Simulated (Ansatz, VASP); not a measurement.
## Two plane-wave programs on BeAs2

Contents of INCAR:

```
ALGO = Normal
EDIFF = 1E-6
EDIFFG = -0.01
ENCUT = 600
GGA = PE
IBRION = 2
ISIF = 3
ISMEAR = 0
LASPH = True
LCHARG = False
LREAL = False
LWAVE = False
NELM = 80
NSW = 100
PREC = Accurate
SIGMA = 0.1
```

The input KPOINTS:

```
k-points
0
Gamma
  8 8 8
```

The input POSCAR:

```
BeAs2
1.0
    0.0000000000      3.8370341217      3.8370341217
    3.8370341217      0.0000000000      3.8370341217
    3.8370341217      3.8370341217      0.0000000000
Be As
2 4
Direct
    0.5000000000      0.5000000000      0.5000000000
    0.7500000000      0.7500000000      0.7500000000
    0.1250000000      0.1250000000      0.1250000000
    0.6250000000      0.1250000000      0.1250000000
    0.1250000000      0.1250000000      0.6250000000
    0.1250000000      0.6250000000      0.1250000000
```

Input for Ansatz:

```yaml
crystal:
  lattice:
    - [0.0, 3.8370341217, 3.8370341217]
    - [3.8370341217, 0.0, 3.8370341217]
    - [3.8370341217, 3.8370341217, 0.0]
  atoms:
    - { symbol: Be, position: [0.5, 0.5, 0.5] }
    - { symbol: Be, position: [0.75, 0.75, 0.75] }
    - { symbol: As, position: [0.125, 0.125, 0.125] }
    - { symbol: As, position: [0.625, 0.125, 0.125] }
    - { symbol: As, position: [0.125, 0.125, 0.625] }
    - { symbol: As, position: [0.125, 0.625, 0.125] }
basis:
  ecutwfc: 420
kpoints:
  mp_grid: { grid: [8, 8, 8] }
hamiltonian:
  xc: pbe
scf:
  occupations: { method: gaussian, width: 0.1 }
output:
  forces: true
  stress: true
  eigenvalues: true
relax:
  adjacent_minimum: "off"
  f_tol: 0.01
  max_steps: 80
  cell: { stress_tol: 0.05 }
```

Alike in both runs: task relaxation of cell and atoms; functional PBE; k mesh 8 × 8 × 8; occupations gaussian, width 0.1 eV; no spin polarisation.

```csv
,VASP,Ansatz
version,VASP 6.6.1,Ansatz 0.2.0
potentials or method,"VASP PAW PBE potentials, release 64 (Be, As), cutoff 600 eV","scalar-relativistic, plane waves, PAW"
valence electrons in the cell,24,64
```

|  | VASP | Ansatz | Ansatz less VASP |
| --- | --- | --- | --- |
| gap on the k mesh at the Fermi level, each at its own relaxed structure (eV) | none | none | - |
| relaxed volume (Å³/atom) | 18.93 | 18.88 | -0.051 |
| relaxed length of the cell vector where the two differ most in proportion (Å) | 5.436 | 5.431 | -0.0049 |

A gap of «none» marks a metal or a gap that the smearing closes. VASP's potentials hold 24 valence electrons a cell and Ansatz's 64, so a difference there can come from the potentials and not from the codes.
